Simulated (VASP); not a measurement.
# Hg (I4/mmm) in VASP: notebook

Hg is run at these levels: PBE; tasks: relaxation of cell and atoms.

Everything below comes from runs of VASP 6.6.1. Logs are shortened: lines on timing, memory, paths and dates and some standing lists are left out, and cuts for length are marked.

### Step 1. The cell of the first run

It takes space group I4/mmm (No. 139, tetragonal). Conventional cell: a = 3.590 Å, b = 3.590 Å, c = 3.574 Å, α = 90.00°, β = 90.00°, γ = 90.00°. Within 4.1 Å of Hg (site symmetry 4/mmm) lie 14 Hg at 3.10 to 3.59 Å.

### Step 2. Relaxation of cell and atoms, PBE, target pressure 8 GPa, at which the enthalpy is minimised

INCAR

```
  PREC = Accurate
  ENCUT = 600
  EDIFF = 1E-7
  ISMEAR = 0
  SIGMA = 0.1
  LREAL = F
  LASPH = T
  NELM = 80
  ALGO = Fast
  ISIF = 3
  LWAVE = F
  LCHARG = F
  GGA = PE
  IBRION = 2
  NSW = 70
  EDIFFG = -0.008
  PSTRESS = 80.0
```

KPOINTS

```
Automatic mesh
0
Gamma
  16 16 16
```

POSCAR

```
Hg
1.0
   -1.7948452181      1.7948452181      1.7868525746
    1.7948452181     -1.7948452181      1.7868525746
    1.7948452181      1.7948452181     -1.7868525746
Hg
1
Direct
    0.0000000000      0.0000000000      0.0000000000
```

Potentials or basis: VASP PAW PBE potentials, release 64 (Hg).

Launch:

```
$ cat potpaw_PBE.64/Hg/POTCAR > POTCAR
$ mpirun -np 1 vasp_std > vasp.out
```

OUTCAR:

```text
PREC = Accurate
   ENCUT = 600
   EDIFF = 1E-7
   ISMEAR = 0
   LREAL = F
   LASPH = T
   NELM = 80
   ISIF = 3
   GGA = PE
   IBRION = 2
   NSW = 70
   EDIFFG = -0.008
   PSTRESS = 80.0

 ion  position               nearest neighbor table
   1  0.000  0.000  0.000-

  LATTYP: Found a body centered tetragonal cell.
 ALAT       =     3.5896904362
 C/A-ratio  =     0.9955468898

  Lattice vectors:

 A1 = (  -1.7948452181,   1.7948452181,   1.7868525746)
 A2 = (   1.7948452181,  -1.7948452181,   1.7868525746)
 A3 = (   1.7948452181,   1.7948452181,  -1.7868525746)

Analysis of symmetry for initial positions (statically):
=====================================================================
 Subroutine PRICEL returns:
 Original cell was already a primitive cell.

 Routine SETGRP: Setting up the symmetry group for a
 body centered tetragonal supercell.

 Subroutine GETGRP returns: Found 16 space group operations
 (whereof 16 operations were pure point group operations)
 out of a pool of 16 trial point group operations.

The static configuration has the point symmetry D_4h.

Analysis of symmetry for dynamics (positions and initial velocities):
=====================================================================
 Subroutine PRICEL returns:
 Original cell was already a primitive cell.

 Routine SETGRP: Setting up the symmetry group for a
 body centered tetragonal supercell.

 Subroutine GETGRP returns: Found 16 space group operations
 (whereof 16 operations were pure point group operations)
 out of a pool of 16 trial point group operations.

The dynamic configuration has the point symmetry D_4h.

 Subroutine INISYM returns: Found 16 space group operations
 (whereof 16 operations are pure point group operations),
 and found     1 'primitive' translations

----------------------------------------------------------------------------------------

                                     Primitive cell

  volume of cell :      23.0252

  direct lattice vectors                    reciprocal lattice vectors
    -1.794845218  1.794845218  1.786852575     0.000000000  0.278575553  0.279821630
     1.794845218 -1.794845218  1.786852575     0.278575553  0.000000000  0.279821630
     1.794845218  1.794845218 -1.786852575     0.278575553  0.278575553  0.000000000

  length of vectors
     3.104155414  3.104155414  3.104155414     0.394847418  0.394847418  0.393965326

  position of ions in fractional coordinates (direct lattice)
     0.000000000  0.000000000  0.000000000

  ion indices of the primitive-cell ions
   primitive index   ion index
                 1           1

----------------------------------------------------------------------------------------

 KPOINTS: Automatic mesh

Automatic generation of k-mesh.
 Grid dimensions read from file:
 generate k-points for:   16   16   16

 Generating k-lattice:

  Cartesian coordinates                     Fractional coordinates (reciprocal lattice)
     0.000000000  0.017410972  0.017488852     0.062500000  0.000000000  0.000000000
     0.017410972  0.000000000  0.017488852     0.000000000  0.062500000  0.000000000
     0.017410972  0.017410972  0.000000000     0.000000000  0.000000000  0.062500000

  Length of vectors
     0.024677964  0.024677964  0.024622833

  Shift w.r.t. Gamma in fractional coordinates (k-lattice)
     0.000000000  0.000000000  0.000000000

 Subroutine IBZKPT returns following result:
 ===========================================

 Found    349 irreducible k-points:

 Following reciprocal coordinates:
            Coordinates               Weight
  0.000000  0.000000  0.000000      1.000000
  0.062500  0.000000 -0.000000      8.000000
  0.125000  0.000000 -0.000000      8.000000
  0.187500  0.000000 -0.000000      8.000000
  0.250000  0.000000 -0.000000      8.000000
  0.312500  0.000000 -0.000000      8.000000
[... 16 lines left out ...]
 -0.125000  0.062500  0.000000     16.000000
 -0.062500  0.062500  0.000000      4.000000
 [... further k-points ...]
   k-points           NKPTS =    349   k-points in BZ     NKDIM =    349   number of bands    NBANDS=     10
   number of dos      NEDOS =    301   number of ions     NIONS =      1
   total plane-waves  NPLWV =  21952
   dimension x,y,z NGX =    28 NGY =   28 NGZ =   28
   dimension x,y,z NGXF=    56 NGYF=   56 NGZF=   56
   ions per type =               1
   NGX,Y,Z   is equivalent  to a cutoff of  15.00, 15.00, 15.00 a.u.
   NGXF,Y,Z  is equivalent  to a cutoff of  29.99, 29.99, 29.99 a.u.
 SYSTEM =  unknown system
   PREC   = accura    normal or accurate (medium, high low for compatibility)
   ISTART =      0    job   : 0-new  1-cont  2-samecut
   ICHARG =      2    charge: 1-file 2-atom 10-const
   ISPIN  =      1    spin polarized calculation?
   LNONCOLLINEAR =      F non collinear calculations
   LSORBIT =      F    spin-orbit coupling
   LASPH  =      T    aspherical Exc in radial PAW
   ENCUT  =  600.0 eV  44.10 Ry    6.64 a.u.   6.20  6.20  6.20*2*pi/ulx,y,z
   NELM   =     80;   NELMIN=  2; NELMDL= -5     # of ELM steps
   EDIFF  = 0.1E-06   stopping-criterion for ELM
   LREAL  =      F    real-space projection
   EDIFFG = -.8E-02   stopping-criterion for IOM
   NSW    =     70    number of steps for IOM
   IBRION =      2    ionic relax: 0-MD 1-quasi-New 2-CG
   NFREE  =      1    steps in history (QN), initial steepest desc. (CG)
   ISIF   =      3    stress and relaxation
   ISYM   =      2    0-nonsym 1-usesym 2-fastsym
   POTIM  = 0.5000    time-step for ionic-motion
   TEBEG  =    0.0;   TEEND  =   0.0 temperature during run
   PSTRESS=   80.0 pullay stress
   NELECT =      12.0000    total number of electrons
   NUPDOWN=      -1.0000    fix difference up-down
   EMIN   =  10.00;   EMAX   =-10.00  energy-range for DOS
   EFERMI =   0.00;   METHOD = LEGACY
   ISMEAR =     0;   SIGMA  =   0.10  broadening in eV -4-tet -1-fermi 0-gaus
   EFERMI_NEDOS =   21; number of points for ismear=-14 and -15
   IALGO  =     68    algorithm
   IMIX   =      4    mixing-type and parameters
     AMIX     =   0.40;   BMIX     =  1.00
     AMIX_MAG =   1.60;   BMIX_MAG =  1.00
  volume/ion in A,a.u.               =      23.03       155.38
  Fermi-wavevector in a.u.,A,eV,Ry     =   1.317451  2.489621 23.615307  1.735676
  Thomas-Fermi vector in A             =   2.447491
   LORBIT       =      0    0 simple, 1 ext, 2 COOP (PROOUT), +10 PAW based schemes
   GGA     = PE    functional components
   LHFCALC =     F    Hartree Fock is set to
   AEXX    =    0.0000 exact exchange contribution
   IVDW    =     0    specifies the selected vdW correction
   LEPSILON=     F    determine dielectric tensor
   LRPA    =     F    only Hartree local field effects (RPA)
 conjugate gradient relaxation of ions
 non-spin polarized calculation
 RMM-DIIS sequential band-by-band and
 Gauss-broadening in eV      SIGMA  =   0.10
  energy-cutoff  :      600.00
  volume of cell :       23.03
 maximum number of plane-waves:       784
 NGX is ok and might be reduce to    28
   NGX = 13   NGY = 13   NGZ = 13

--------------------------------------- Ionic step        1  -------------------------------------------

 number of electron      11.9999999 magnetization

 Free energy of the ion-electron system (eV)
  ---------------------------------------------------
  ext. energy  EPLUGINS =         0.00000000
  ---------------------------------------------------
  free energy    TOTEN  =        -0.08146526 eV

  energy without entropy =       -0.08075584  energy(sigma->0) =       -0.08111055

------------------------ aborting loop because EDIFF is reached ----------------------------------------

  FORCE on cell =-STRESS in cart. coord.  units (eV):
  Direction    XX          YY          ZZ          XY          YZ          ZX
  --------------------------------------------------------------------------------------
  -------------------------------------------------------------------------------------
  Total        1.0447802      1.0447802      1.0542524      0.0000000      0.0000000      0.0000000
  in kB       72.6997287     72.6997287     73.3588394      0.0000000      0.0000000      0.0000000
  external PRESSURE =      -7.0805677 kB  Pullay stress =      80.0000000 kB
[... 59 lines left out ...]
  enthalpy is  TOTEN    =         1.0677187139 eV   P V=        1.1328450498

--------------------------------------- Ionic step        3  -------------------------------------------

 number of electron      12.0000000 magnetization

 Free energy of the ion-electron system (eV)
  ---------------------------------------------------
  ext. energy  EPLUGINS =         0.00000000
  ---------------------------------------------------
  free energy    TOTEN  =        -0.06939488 eV

  energy without entropy =       -0.06860803  energy(sigma->0) =       -0.06900146

 E-fermi :   3.0053     XC(G=0): -11.0597

 val. band max:        2.9966153516   @ k =  -0.1250   0.5000   0.0625
 cond. band min:       3.0560941094   @ k =   0.5000   0.5000   0.1875
 fundamental gap:      0.0594787578
 Fermi energy:         3.0052923492

 k-point     1 :       0.0000    0.0000    0.0000
  band No.  band energies     occupation
      1      -6.2953      2.00000
      2      -4.2068      2.00000
      3      -4.1939      2.00000
      4      -4.1939      2.00000
      5      -3.2436      2.00000
      6      -3.2297      2.00000
      7      18.3283      0.00000
      8      18.3283      0.00000
      9      18.3903      0.00000
     10      19.8485      0.00000
[... 287 lines left out ...]
 k-point    24 :      -0.0625    0.0625    0.0000
  band No.  band energies     occupation
      1      -6.1862      2.00000
      2      -4.2135      2.00000
      3      -4.1988      2.00000
      4      -4.1400      2.00000
      5      -3.2653      2.00000
      6      -3.2291      2.00000
      7      17.7319      0.00000
      8      18.2347      0.00000
      9      18.4244      0.00000
     10      19.0251      0.00000

 [... further k-points ...]

------------------------ aborting loop because EDIFF is reached ----------------------------------------

  FORCE on cell =-STRESS in cart. coord.  units (eV):
  Direction    XX          YY          ZZ          XY          YZ          ZX
  --------------------------------------------------------------------------------------
  -------------------------------------------------------------------------------------
  Total        1.1365608      1.1365608      1.1442108      0.0000000      0.0000000      0.0000000
  in kB       79.9655535     79.9655535     80.5037909      0.0000000      0.0000000      0.0000000
  external PRESSURE =       0.1449660 kB  Pullay stress =      80.0000000 kB
[... 16 lines left out ...]
  FREE ENERGIE OF THE ION-ELECTRON SYSTEM (eV)
  ---------------------------------------------------
  free  energy   TOTEN  =        -0.0693948801 eV

  energy  without entropy=       -0.0686080299  energy(sigma->0) =       -0.06900146

  enthalpy is  TOTEN    =         1.0676554971 eV   P V=        1.1370503772

 reached required accuracy - stopping structural energy minimisation
```

Run time: 86 s. Hardware: 1 thread of Intel Xeon 6975P-C (Granite Rapids), shared host; peak memory 0.25 GiB.

What came out:

* Free energy: -0.0694 eV
* Relaxed volume: 22.77 Å³/atom
* Relaxed cell: a = 3.093 Å, b = 3.093 Å, c = 3.093 Å, α = 109.36°, β = 109.36°, γ = 109.69°
* Space group after relaxing (to 0.1 Å): Im-3m (No. 229)
* Energy change on relaxing (the run minimises the enthalpy): +12.1 meV/atom
* Ionic steps: 3
* Pressure after relaxing: 8.0 GPa
* Band gap on the k mesh: zero (bands 6 and 7 overlap by 4.71 eV)

Step by step:
| step | energy change (eV) | largest force (eV/Å) | pressure (GPa) | volume (Å³) |
| --- | --- | --- | --- | --- |
| 1 | 0.0000 | 0.0000 | 7.29 | 23.03 |
| 2 | 0.0163 | 0.0000 | 8.27 | 22.69 |
| 3 | 0.0121 | 0.0000 | 8.01 | 22.77 |

Final structure:
```
Hg
1.0
    -1.78804    1.78804    1.78069
     1.78804   -1.78804    1.78069
     1.78804    1.78804   -1.78069
Hg
1
Cartesian
  0.0000 0.0000 0.0000
```

Levels at points of the mesh, in eV from the Fermi level:
```
           k point  band 2  band 3  band 4  band 5  band 6  band 7  band 8  band 9  band 10
(0.00, 0.00, 0.00)   -7.21   -7.20   -7.20   -6.25   -6.23   15.32   15.32   15.39    16.84
(0.50, 0.00, 0.00)   -7.70   -6.31   -6.19   -5.53   -1.47   -1.08    9.75   10.30    15.19
(0.50, 0.50, 0.00)   -7.69   -6.33   -6.19   -5.54   -1.49   -1.11    9.83   10.37    15.28
(0.50, 0.50, 0.50)   -7.99   -5.71   -5.71   -5.70    3.60    3.89    3.89    3.99    10.44
```

Caveat: the cell is relaxed towards a set pressure, so the run minimises the enthalpy, not the energy; spin-orbit coupling is left out, which moves the levels of the heavy elements.

### Step 3. Relaxation of cell and atoms, PBE, target pressure 30 GPa, at which the enthalpy is minimised

This run uses another cell than the first one, of 19.10 Å³/atom.

INCAR

```
SYSTEM = Hg
PREC = Accurate ; ENCUT = 600
EDIFF = 1E-6 ; ISMEAR = 0
SIGMA = 0.1 ; LREAL = .False.
LASPH = .True. ; NELM = 80
ALGO = Normal ; ISIF = 3
LWAVE = .False. ; LCHARG = .False.
GGA = PE ; IBRION = 2
NSW = 70 ; EDIFFG = -0.008
PSTRESS = 300.0
```

KPOINTS

```
regular mesh
0
Gamma
  18 18 18
  0 0 0
```

POSCAR

```
Hg
1.0
   -1.6860109871      1.6860109871      1.6797337175
    1.6860109871     -1.6860109871      1.6797337175
    1.6860109871      1.6860109871     -1.6797337175
Hg
1
Direct
    0.0000000000      0.0000000000      0.0000000000
```

Potentials or basis: VASP PAW PBE potentials, release 64 (Hg).

Launch:

```
$ cat potpaw_PBE.64/Hg/POTCAR > POTCAR
$ mpirun -np 1 vasp_std > vasp.out
```

It took 58 s on 1 thread of Intel Xeon 6975P-C (Granite Rapids), shared host; peak memory 0.25 GiB.

Results (log left out):

- Free energy: 0.3576 eV
- Relaxed volume: 18.70 Å³/atom
- Relaxed cell: a = 2.896 Å, b = 2.896 Å, c = 2.896 Å, α = 109.37°, β = 109.37°, γ = 109.68°
- Space group after relaxing (to 0.1 Å): Im-3m (No. 229)
- Energy change on relaxing (the run minimises the enthalpy): +70.2 meV/atom
- Ionic steps: 4
- Pressure after relaxing: 30.0 GPa
- Band gap on the k mesh: zero (bands 6 and 7 overlap by 4.44 eV)

Stress tensor (GPa, compression positive):
```
30.07  0.00  0.00
 0.00 30.07  0.00
 0.00  0.00 29.95
```

Step by step:
```tsv
step	energy change (eV)	largest force (eV/Å)	pressure (GPa)	volume (Å³)
1	0.0000	0.0000	26.45	19.10
2	0.2279	0.0000	38.04	17.95
3	0.0688	0.0000	29.94	18.71
4	0.0702	0.0000	30.03	18.70
```

Final structure:
```xyz
1
Lattice="-1.6743 1.6743 1.6678 1.6743 -1.6743 1.6678 1.6743 1.6743 -1.6678" Properties=species:S:1:pos:R:3 pbc="T T T"
Hg    0.0000    0.0000    0.0000
```

Levels at points of the mesh, in eV from the Fermi level:
| k point | band 4 | band 5 | band 6 | band 7 | band 8 | band 9 |
| --- | --- | --- | --- | --- | --- | --- |
| (0.00, 0.00, 0.00) | -8.24 | -6.87 | -6.85 | 15.66 | 15.66 | 15.73 |
| (0.50, 0.00, 0.00) | -6.75 | -5.80 | -2.60 | -0.63 | 10.63 | 10.83 |
| (0.50, 0.50, 0.00) | -6.76 | -5.81 | -2.62 | -0.66 | 10.70 | 10.92 |
| (0.50, 0.50, 0.50) | -6.07 | -6.06 | 3.78 | 3.78 | 3.88 | 5.21 |

Caveat: the cell is relaxed towards a set pressure, so the run minimises the enthalpy, not the energy; spin-orbit coupling is left out, which moves the levels of the heavy elements.

The gap in the log of VASP goes by the Fermi energy; the results here count the filled bands.